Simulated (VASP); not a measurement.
# PbS (Pm-3m) in VASP: notebook

PbS is run at these levels: PBEsol-based screened hybrid, r2SCAN0, r2SCANh, LDA, PBEsol; tasks: single point.

Program: VASP 6.6.1. These are calculated values, not measurements. Logs are shortened: lines on timing, memory, paths and dates and some standing lists are left out, and cuts for length are marked.

### Step 1. The cell of the first run

The structure is cubic, space group Pm-3m (No. 221). Conventional cell: a = 3.654 Å, b = 3.654 Å, c = 3.654 Å, α = 90.00°, β = 90.00°, γ = 90.00°. Within 4.2 Å of Pb (site symmetry m-3m) lie 8 S at 3.16 Å and 6 Pb at 3.65 Å. S (site symmetry m-3m) has 8 Pb at 3.16 Å and 6 S at 3.65 Å within 4.2 Å.

### Step 2. Single point, PBEsol-based screened hybrid

POSCAR reads:

```
PbS
1.0
    3.6536590000      0.0000000000      0.0000000000
    0.0000000000      3.6536590000      0.0000000000
    0.0000000000      0.0000000000      3.6536590000
Pb S
1 1
Direct
    0.0000000000      0.0000000000      0.0000000000
    0.5000000000      0.5000000000      0.5000000000
```

INCAR.step1 reads:

```
PREC     = Accurate       # precision mode
ENCUT    = 520            # plane-wave cutoff, eV
EDIFF    = 1E-5           # SCF threshold, eV
ISMEAR   = -1             # smearing method
SIGMA    = 0.05           # smearing width, eV
LREAL    = False          # projectors in reciprocal space
LASPH    = True           # aspherical terms in the spheres
NELM     = 100            # most SCF steps
ALGO     = Normal         # electronic algorithm
ISIF     = 2              # what is computed and relaxed
LWAVE    = True           # write WAVECAR
LCHARG   = False          # write CHGCAR
NBANDS   = 17             # bands
GGA      = PE             # functional
```

INCAR.step2 reads:

```
PREC     = Accurate       # precision mode
ENCUT    = 520            # plane-wave cutoff, eV
EDIFF    = 1E-6           # SCF threshold, eV
ISMEAR   = -1             # smearing method
SIGMA    = 0.05           # smearing width, eV
LREAL    = False          # projectors in reciprocal space
LASPH    = True           # aspherical terms in the spheres
NELM     = 100            # most SCF steps
ALGO     = Normal         # electronic algorithm
ISIF     = 2              # what is computed and relaxed
LWAVE    = False          # write WAVECAR
LCHARG   = False          # write CHGCAR
GGA      = PS             # functional
LHFCALC  = True           # exact exchange
AEXX     = 0.25           # exact-exchange fraction
HFSCREEN = 0.207          # screening, 1/A
PRECFOCK = Normal       
NBANDS   = 17             # bands
ISTART   = 1
```

KPOINTS reads:

```
regular mesh
0
Gamma
  4 4 4
```

Potentials or basis: VASP PAW PBE potentials, release 64 (Pb_d, S).

Run with:

```
cat potpaw_PBE.64/Pb_d/POTCAR potpaw_PBE.64/S/POTCAR > POTCAR
cp INCAR.step1 INCAR
mpirun -np 1 vasp_std > vasp.out
cp INCAR.step2 INCAR
mpirun -np 1 vasp_std > vasp.out
```

OUTCAR:

```text
PREC = Accurate
   ENCUT = 520
   EDIFF = 1E-6
   ISMEAR = -1
   LREAL = False
   LASPH = True
   NELM = 100
   ISIF = 2
   GGA = PS
   LHFCALC = True
   AEXX = 0.25
   HFSCREEN = 0.207
   PRECFOCK = Normal
   ISTART = 1

 ion  position               nearest neighbor table
   1  0.000  0.000  0.000-   2 3.16   2 3.16   2 3.16   2 3.16   2 3.16   2 3.16   2 3.16   2 3.16

   2  0.500  0.500  0.500-   1 3.16   1 3.16   1 3.16   1 3.16   1 3.16   1 3.16   1 3.16   1 3.16

  LATTYP: Found a simple cubic cell.
 ALAT       =     3.6536590000

  Lattice vectors:

 A1 = (   3.6536590000,   0.0000000000,   0.0000000000)
 A2 = (   0.0000000000,   3.6536590000,   0.0000000000)
 A3 = (   0.0000000000,   0.0000000000,   3.6536590000)

Analysis of symmetry for initial positions (statically):
=====================================================================
 Subroutine PRICEL returns:
 Original cell was already a primitive cell.

 Routine SETGRP: Setting up the symmetry group for a
 simple cubic supercell.

 Subroutine GETGRP returns: Found 48 space group operations
 (whereof 48 operations were pure point group operations)
 out of a pool of 48 trial point group operations.

The static configuration has the point symmetry O_h .

Analysis of symmetry for dynamics (positions and initial velocities):
=====================================================================
 Subroutine PRICEL returns:
 Original cell was already a primitive cell.

 Routine SETGRP: Setting up the symmetry group for a
 simple cubic supercell.

 Subroutine GETGRP returns: Found 48 space group operations
 (whereof 48 operations were pure point group operations)
 out of a pool of 48 trial point group operations.

The dynamic configuration has the point symmetry O_h .

 Subroutine INISYM returns: Found 48 space group operations
 (whereof 48 operations are pure point group operations),
 and found     1 'primitive' translations

----------------------------------------------------------------------------------------

                                     Primitive cell

  volume of cell :      48.7735

  direct lattice vectors                    reciprocal lattice vectors
     3.653659000  0.000000000  0.000000000     0.273698230  0.000000000  0.000000000
     0.000000000  3.653659000  0.000000000     0.000000000  0.273698230  0.000000000
     0.000000000  0.000000000  3.653659000     0.000000000  0.000000000  0.273698230

  length of vectors
     3.653659000  3.653659000  3.653659000     0.273698230  0.273698230  0.273698230

  position of ions in fractional coordinates (direct lattice)
     0.000000000  0.000000000  0.000000000
     0.500000000  0.500000000  0.500000000

  ion indices of the primitive-cell ions
   primitive index   ion index
                 1           1
                 2           2

----------------------------------------------------------------------------------------

 KPOINTS: regular mesh

Automatic generation of k-mesh.
 Grid dimensions read from file:
 generate k-points for:    4    4    4

 Generating k-lattice:

  Cartesian coordinates                     Fractional coordinates (reciprocal lattice)
     0.068424557  0.000000000  0.000000000     0.250000000  0.000000000  0.000000000
     0.000000000  0.068424557  0.000000000     0.000000000  0.250000000  0.000000000
     0.000000000  0.000000000  0.068424557     0.000000000  0.000000000  0.250000000

  Length of vectors
     0.068424557  0.068424557  0.068424557

  Shift w.r.t. Gamma in fractional coordinates (k-lattice)
     0.000000000  0.000000000  0.000000000

 Subroutine IBZKPT returns following result:
 ===========================================

 Found     10 irreducible k-points:

 Following reciprocal coordinates:
            Coordinates               Weight
  0.000000  0.000000  0.000000      1.000000
  0.250000  0.000000  0.000000      6.000000
  0.500000  0.000000  0.000000      3.000000
  0.250000  0.250000  0.000000     12.000000
  0.500000  0.250000  0.000000     12.000000
  0.500000  0.500000  0.000000      3.000000
[... 41 lines left out ...]

  energy without entropy =      -10.27058799  energy(sigma->0) =      -10.27241012

 E-fermi :   5.5551     XC(G=0):  -8.5462

 val. band max:        5.4477347877   @ k =   0.5000   0.5000   0.5000
 cond. band min:       5.6566780478   @ k =   0.5000   0.0000   0.0000
 fundamental gap:      0.2089432601
 Fermi energy:         5.5550965953

 k-point     1 :       0.0000    0.0000    0.0000
  band No.  band energies     occupation
      1     -12.9684      2.00000
      2     -12.9684      2.00000
      3     -12.7611      2.00000
      4     -12.7611      2.00000
      5     -12.7611      2.00000
      6      -8.9268      2.00000
[... 9 lines left out ...]
     16      19.4410      0.00000
     17      19.6366      0.00000

 k-point     2 :       0.2500    0.0000    0.0000
  band No.  band energies     occupation
      1     -12.9632      2.00000
      2     -12.8885      2.00000
      3     -12.7921      2.00000
      4     -12.7920      2.00000
      5     -12.7581      2.00000
      6      -8.3782      2.00000
[... 9 lines left out ...]
     16      17.7881      0.00000
     17      19.5648      0.00000

 k-point     3 :       0.5000    0.0000    0.0000
  band No.  band energies     occupation
      1     -12.9579      2.00000
      2     -12.8227      2.00000
      3     -12.8227      2.00000
      4     -12.8094      2.00000
      5     -12.7550      2.00000
      6      -7.5325      2.00000
[... 9 lines left out ...]
     16      19.6564      0.00000
     17      20.5917      0.00000

 k-point     4 :       0.2500    0.2500    0.0000
  band No.  band energies     occupation
      1     -12.9228      2.00000
      2     -12.8409      2.00000
      3     -12.8405      2.00000
      4     -12.7893      2.00000
      5     -12.7851      2.00000
      6      -7.8654      2.00000
[... 9 lines left out ...]
     16      16.7764      0.00000
     17      17.0982      0.00000
[... 63 lines left out ...]
      1     -12.8818      2.00000
      2     -12.8585      2.00000
      3     -12.8324      2.00000
      4     -12.8180      2.00000
      5     -12.7500      2.00000
      6      -6.8707      2.00000
[... 9 lines left out ...]
     16      17.1362      0.00000
     17      20.5160      0.00000

 k-point     9 :       0.5000    0.5000    0.2500
  band No.  band energies     occupation
      1     -12.9223      2.00000
      2     -12.8526      2.00000
      3     -12.8526      2.00000
      4     -12.7899      2.00000
      5     -12.7000      2.00000
      6      -6.5623      2.00000
[... 9 lines left out ...]
     16      18.6380      0.00000
     17      21.5167      0.00000

 k-point    10 :       0.5000    0.5000    0.5000
  band No.  band energies     occupation
      1     -12.8949      2.00000
      2     -12.8949      2.00000
      3     -12.8949      2.00000
      4     -12.6979      2.00000
      5     -12.6979      2.00000
      6      -6.4260      2.00000
[... 9 lines left out ...]
     16      20.5731      0.00000
     17      23.6002      0.00000

------------------------ aborting loop because EDIFF is reached ----------------------------------------

  FORCE on cell =-STRESS in cart. coord.  units (eV):
  Direction    XX          YY          ZZ          XY          YZ          ZX
  --------------------------------------------------------------------------------------
  -------------------------------------------------------------------------------------
  Total       -1.3844895     -1.3844895     -1.3844895      0.0000000      0.0000000     -0.0000000
  in kB      -45.4795550    -45.4795550    -45.4795550      0.0000000      0.0000000     -0.0000000
  external PRESSURE =     -45.4795550 kB  Pullay stress =       0.0000000 kB

 VOLUME and BASIS-vectors are now :
 -----------------------------------------------------------------------------
  energy-cutoff  :      520.00
  volume of cell :       48.77
      direct lattice vectors                 reciprocal lattice vectors
     3.653659000  0.000000000  0.000000000     0.273698230  0.000000000  0.000000000
     0.000000000  3.653659000  0.000000000     0.000000000  0.273698230  0.000000000
     0.000000000  0.000000000  3.653659000     0.000000000  0.000000000  0.273698230

 POSITION                                       TOTAL-FORCE (eV/Angst)
 -----------------------------------------------------------------------------------
      0.00000      0.00000      0.00000         0.000000      0.000000      0.000000
      1.82683      1.82683      1.82683         0.000000      0.000000      0.000000
 -----------------------------------------------------------------------------------
    total drift:                                0.000001      0.000001      0.000001

  FREE ENERGIE OF THE ION-ELECTRON SYSTEM (eV)
  ---------------------------------------------------
  free  energy   TOTEN  =       -10.2742322455 eV

  energy  without entropy=      -10.2705879918  energy(sigma->0) =      -10.27241012
```

It took 13 min on 1 thread of AMD EPYC 7R13 (Zen 3), shared host; peak memory 0.25 GiB.

Results:

- Free energy: -10.2742 eV
- Pressure: -4.5 GPa
- Band gap on the k mesh: zero (band 10 reaches 5.66 eV, above the bottom of band 11 at 5.45 eV)

Levels at points of the mesh, in eV from the Fermi level:
| k point | band 6 | band 7 | band 8 | band 9 | band 10 | band 11 | band 12 | band 13 | band 14 | band 15 |
| --- | --- | --- | --- | --- | --- | --- | --- | --- | --- | --- |
| (0.00, 0.00, 0.00) | -14.48 | -7.07 | -1.76 | -1.76 | -1.76 | 6.22 | 6.22 | 7.57 | 7.57 | 7.57 |
| (0.50, 0.00, 0.00) | -13.09 | -9.75 | -0.52 | -0.52 | 0.10 | 0.84 | 4.68 | 4.68 | 7.59 | 10.12 |
| (0.50, 0.50, 0.00) | -12.24 | -7.67 | -4.88 | -4.88 | -0.29 | 5.08 | 5.08 | 6.86 | 8.07 | 10.50 |
| (0.50, 0.50, 0.50) | -11.98 | -6.22 | -2.63 | -2.63 | -2.63 | -0.11 | -0.11 | -0.11 | 15.02 | 15.02 |

Caveat: the k points lie up to 0.43 Å⁻¹ apart; the PAW data sets were made with another functional, which shifts forces and pressure a little; spin-orbit coupling is left out, which moves the levels of the heavy elements.

### Step 3. Single point, r2SCAN0

POSCAR is that of step 2.

INCAR.step1 reads:

```
ALGO     = Normal         # electronic algorithm
EDIFF    = 1E-5           # SCF threshold, eV
ENCUT    = 520            # plane-wave cutoff, eV
GGA      = PE             # functional
ISIF     = 2              # what is computed and relaxed
ISMEAR   = -1             # smearing method
LASPH    = T              # aspherical terms in the spheres
LCHARG   = F              # write CHGCAR
LREAL    = F              # projectors in reciprocal space
LWAVE    = T              # write WAVECAR
NBANDS   = 17             # bands
NELM     = 60             # most SCF steps
PREC     = Accurate       # precision mode
SIGMA    = 0.05           # smearing width, eV
```

INCAR.step2 reads:

```
AEXX     = 0.25           # exact-exchange fraction
ALGO     = Normal         # electronic algorithm
EDIFF    = 1E-6           # SCF threshold, eV
ENCUT    = 520            # plane-wave cutoff, eV
ISIF     = 2              # what is computed and relaxed
ISMEAR   = -1             # smearing method
ISTART   = 1            
LASPH    = T              # aspherical terms in the spheres
LCHARG   = F              # write CHGCAR
LHFCALC  = T              # exact exchange
LMIXTAU  = T            
LREAL    = F              # projectors in reciprocal space
LWAVE    = F              # write WAVECAR
METAGGA  = R2SCAN         # meta-GGA
NBANDS   = 17             # bands
NELM     = 60             # most SCF steps
PREC     = Accurate       # precision mode
PRECFOCK = Normal       
SIGMA    = 0.05           # smearing width, eV
```

KPOINTS reads:

```
k-points
0
Gamma
  4 4 4
```

Potentials or basis: VASP PAW PBE potentials, release 64 (Pb_d, S).

Run with:

```
cat potpaw_PBE.64/Pb_d/POTCAR potpaw_PBE.64/S/POTCAR > POTCAR
cp INCAR.step1 INCAR
mpirun -np 1 vasp_std > vasp.out
cp INCAR.step2 INCAR
mpirun -np 1 vasp_std > vasp.out
```

It took 14 min on 1 thread of AMD EPYC 7R13 (Zen 3), shared host; peak memory 0.15 GiB.

The run converged. Its results:

| Item | Value |
| --- | --- |
| Free energy | -53.7954 eV |
| Pressure | -3.1 GPa |
| Band gap on the k mesh | zero (band 10 reaches 5.92 eV, above the bottom of band 11 at 5.40 eV) |

Levels at points of the mesh, in eV from the Fermi level:
```
           k point  band 6  band 7  band 8  band 9  band 10  band 11  band 12  band 13  band 14  band 15
(0.00, 0.00, 0.00)  -15.34   -7.65   -2.31   -2.31    -2.31     6.91     6.91     8.17     8.17     8.17
(0.50, 0.00, 0.00)  -13.95  -10.39   -1.06   -1.06     0.26     1.38     5.18     5.18     8.29    10.97
(0.50, 0.50, 0.00)  -13.10   -8.28   -5.42   -5.42    -0.83     5.65     5.65     7.42     8.83    11.16
(0.50, 0.50, 0.50)  -12.83   -6.81   -3.17   -3.17    -3.17    -0.26    -0.26    -0.26    16.07    16.07
```

Caveat: the k points lie up to 0.43 Å⁻¹ apart; the PAW data sets were made with another functional, which shifts forces and pressure a little; spin-orbit coupling is left out, which moves the levels of the heavy elements.

### Step 4. Single point, r2SCANh

POSCAR is that of step 3.

INCAR.step1 reads:

```
SYSTEM = PbS
PREC = Accurate
ENCUT = 520
EDIFF = 1E-5
ISMEAR = -1
SIGMA = 0.05
LREAL = .FALSE.
LASPH = .TRUE.
NELM = 100
ALGO = Normal
ISIF = 2
LWAVE = .TRUE.
GGA = PE
NBANDS = 17
```

INCAR.step2 reads:

```
SYSTEM = PbS
PREC = Accurate
ENCUT = 520
EDIFF = 1E-6
ISMEAR = -1
SIGMA = 0.05
LREAL = .FALSE.
LASPH = .TRUE.
NELM = 100
ALGO = Normal
ISIF = 2
LWAVE = .FALSE.
LCHARG = .TRUE.
METAGGA = R2SCAN
LHFCALC = .TRUE.
AEXX = 0.1
LMIXTAU = .TRUE.
PRECFOCK = Normal
LELF = .TRUE.
LVHAR = .TRUE.
ISTART = 1
NBANDS = 17
```

KPOINTS reads:

```
regular mesh
0
G
  4 4 4
  0 0 0
```

Run with:

```
cat potpaw_PBE.64/Pb_d/POTCAR potpaw_PBE.64/S/POTCAR > POTCAR
cp INCAR.step1 INCAR
mpirun -np 1 vasp_std > vasp.out
cp INCAR.step2 INCAR
mpirun -np 1 vasp_std > vasp.out
```

Wall time 7.2 min (1 thread of AMD EPYC 7R13 (Zen 3), shared host); peak memory 0.15 GiB.

The run converged. Its results:

| Property | Result |
| --- | --- |
| Free energy | -60.5130 eV |
| Pressure | -2.2 GPa |
| Band gap on the k mesh | zero (band 10 reaches 5.87 eV, above the bottom of band 11 at 5.60 eV) |

Levels at points of the mesh, in eV from the Fermi level:
```tsv
k point	band 6	band 7	band 8	band 9	band 10	band 11	band 12	band 13	band 14	band 15
(0.00, 0.00, 0.00)	-14.22	-7.06	-1.81	-1.81	-1.81	6.48	6.48	7.53	7.53	7.53
(0.50, 0.00, 0.00)	-12.88	-9.59	-0.62	-0.62	0.14	1.06	4.70	4.70	7.80	10.47
(0.50, 0.50, 0.00)	-12.07	-7.67	-4.77	-4.77	-0.41	5.10	5.10	6.81	8.35	10.58
(0.50, 0.50, 0.50)	-11.82	-6.31	-2.63	-2.63	-2.63	-0.14	-0.14	-0.14	15.41	15.41
```

Caveat: the k points lie up to 0.43 Å⁻¹ apart; the PAW data sets were made with another functional, which shifts forces and pressure a little; spin-orbit coupling is left out, which moves the levels of the heavy elements.

### Step 5. Single point, LDA

This run uses another cell than the first one, of 22.92 Å³/atom, 0.940 times its volume.

INCAR reads:

```
ALGO = Normal
EDIFF = 1E-7
ENCUT = 520
ISIF = 2
ISMEAR = -1
LASPH = True
LCHARG = True
LELF = True
LREAL = False
LVHAR = True
LWAVE = False
NBANDS = 17
NELM = 100
PREC = Accurate
SIGMA = 0.05
```

KPOINTS reads:

```
k-points
0
Gamma
  7 7 7
```

POSCAR reads:

```
PbS
1.0
    3.5790736024      0.0000000000      0.0000000000
    0.0000000000      3.5790736024      0.0000000000
    0.0000000000      0.0000000000      3.5790736024
Pb S
1 1
Direct
    0.0000000000      0.0000000000      0.0000000000
    0.5000000000      0.5000000000      0.5000000000
```

Potentials or basis: VASP PAW LDA potentials, release 64 (Pb_d, S).

Run with:

```
cat potpaw_LDA.64/Pb_d/POTCAR potpaw_LDA.64/S/POTCAR > POTCAR
mpirun -np 1 vasp_std > vasp.out
```

Wall time 20 s (1 thread of Intel Xeon 8259CL, shared host); peak memory 0.15 GiB.

The run converged. Its results:

```
Free energy            : -9.5694 eV
Pressure               : -2.2 GPa
Band gap on the k mesh : zero (band 10 reaches 6.54 eV, above the bottom of band 11 at 6.37 eV)
```

Levels at points of the mesh, in eV from the Fermi level:
```csv
k point,band 6,band 7,band 8,band 9,band 10,band 11,band 12,band 13,band 14,band 15
"(0.00, 0.00, 0.00)",-13.49,-6.49,-1.70,-1.70,-1.70,5.43,5.43,6.96,6.96,6.96
```

Caveat: spin-orbit coupling is left out, which moves the levels of the heavy elements.

### Step 6. Single point, PBEsol

This run uses another cell than the first one, of 22.92 Å³/atom, 0.940 times its volume.

INCAR reads:

```
SYSTEM = PbS
PREC = Accurate
ENCUT = 520
EDIFF = 1E-6
ISMEAR = -1
SIGMA = 0.05
LREAL = .FALSE.
LASPH = .TRUE.
NELM = 60
ALGO = Normal
ISIF = 2
LWAVE = .FALSE.
LCHARG = .TRUE.
GGA = PS
LELF = .TRUE.
LVHAR = .TRUE.
NBANDS = 17
```

KPOINTS reads:

```
regular mesh
0
G
  7 7 7
  0 0 0
```

POSCAR is that of step 5.

Potentials or basis: VASP PAW PBE potentials, release 64 (Pb_d, S).

Run with:

```
cat potpaw_PBE.64/Pb_d/POTCAR potpaw_PBE.64/S/POTCAR > POTCAR
mpirun -np 1 vasp_std > vasp.out
```

It took 24 s on 1 thread of Intel Xeon 8259CL, shared host; peak memory 0.16 GiB.

The run converged. Its results:

```yaml
Free_energy: -9.0245 eV
Pressure: -0.4 GPa
Band_gap_on_the_k_mesh: zero (band 10 reaches 6.61 eV, above the bottom of band 11 at 6.48 eV)
```

Levels at points of the mesh, in eV from the Fermi level:
| k point | band 7 | band 8 | band 9 | band 10 | band 11 | band 12 | band 13 | band 14 |
| --- | --- | --- | --- | --- | --- | --- | --- | --- |
| (0.00, 0.00, 0.00) | -6.47 | -1.70 | -1.70 | -1.70 | 5.40 | 5.40 | 7.05 | 7.05 |

Caveat: the PAW data sets were made with another functional, which shifts forces and pressure a little; spin-orbit coupling is left out, which moves the levels of the heavy elements.

### Step 7. Overview

```csv
level,potentials or basis,cell,k mesh,grid for exact exchange (PRECFOCK),share of exact exchange,screening parameter,gap on the mesh (eV),pressure (GPa)
PBEsol-based screened hybrid,"VASP PAW PBE potentials, release 64 (Pb_d, S)","a = 3.654 Å, 2 atoms",4 × 4 × 4,Normal,0.25,0.207 1/Å,none,-4.5
r2SCAN0,"VASP PAW PBE potentials, release 64 (Pb_d, S)","a = 3.654 Å, 2 atoms",4 × 4 × 4,Normal,-,-,none,-3.1
r2SCANh,"VASP PAW PBE potentials, release 64 (Pb_d, S)","a = 3.654 Å, 2 atoms",4 × 4 × 4,Normal,-,-,none,-2.2
LDA,"VASP PAW LDA potentials, release 64 (Pb_d, S)","a = 3.579 Å, 2 atoms",7 × 7 × 7,-,-,-,none,-2.2
PBEsol,"VASP PAW PBE potentials, release 64 (Pb_d, S)","a = 3.579 Å, 2 atoms",7 × 7 × 7,-,-,-,none,-0.4
```

Alike in all rows: task single point; no spin polarisation; cutoff (eV) 520; smearing fermi-dirac 0.05 eV.

Caveats: some runs use coarse meshes; spin-orbit coupling is left out, which moves the levels of the heavy elements; the PAW data sets were made with another functional, which shifts forces and pressure a little (some runs).

Total energies depend on the potentials used, so only differences within one code and one set of settings carry meaning.
